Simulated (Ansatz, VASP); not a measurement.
**TiSi in VASP and in Ansatz**

Contents of INCAR:

```
PREC = Accurate
ENCUT = 520
EDIFF = 1E-7
ISMEAR = 0
SIGMA = 0.15
LREAL = False
LASPH = True
NELM = 60
ALGO = Normal
ISIF = 2
LWAVE = False
LCHARG = False
GGA = PS
NBANDS = 15
```

File KPOINTS:

```
regular mesh
0
Gamma
  18 18 12
```

File POSCAR:

```
TiSi
1.0
    1.8434206700     -2.1493883600      0.0000000000
    1.8434206700      2.1493883600      0.0000000000
    0.0000000000      0.0000000000      3.8039340000
Ti Si
1 1
Direct
    0.5000000000      0.5000000000      0.0000000000
    0.0000000000      0.0000000000      0.5000000000
```

Input for Ansatz:

```yaml
crystal:
  lattice:
    - [1.84342067, -2.14938836, 0.0]
    - [1.84342067, 2.14938836, 0.0]
    - [0.0, 0.0, 3.803934]
  atoms:
    - { symbol: Ti, position: [0.5, 0.5, 0.0] }
    - { symbol: Si, position: [0.0, 0.0, 0.5] }
basis:
  ecutwfc: 420
kpoints:
  mp_grid: { grid: [18, 18, 12] }
hamiltonian:
  xc: pbesol
scf:
  occupations: { method: gaussian, width: 0.15 }
output:
  forces: true
  stress: true
  eigenvalues: true
```

Change from the starting cell: strain +0.015 along x and y, +0.000 along z, atoms carried along.

Alike in both runs: task single point; functional PBEsol; k mesh 18 × 18 × 12; occupations gaussian, width 0.15 eV; no spin polarisation.

```csv
,VASP,Ansatz
version,VASP 6.6.1,Ansatz 0.2.0
potentials or method,"VASP PAW PBE potentials, release 64 (Ti_sv, Si), cutoff 520 eV","scalar-relativistic, plane waves, PAW"
valence electrons in the cell,16,16
```

```csv
,VASP,Ansatz,Ansatz less VASP
gap on the k mesh at the Fermi level (eV),none,none,-
pressure (GPa),-7.6,-7.6,-0.06
"traceless stress, the component that is largest in VASP (GPa)",0.91,0.86,-0.053
```

VASP's potentials were made for PBE, not for PBEsol. A gap of «none» marks a metal or a gap that the smearing closes.
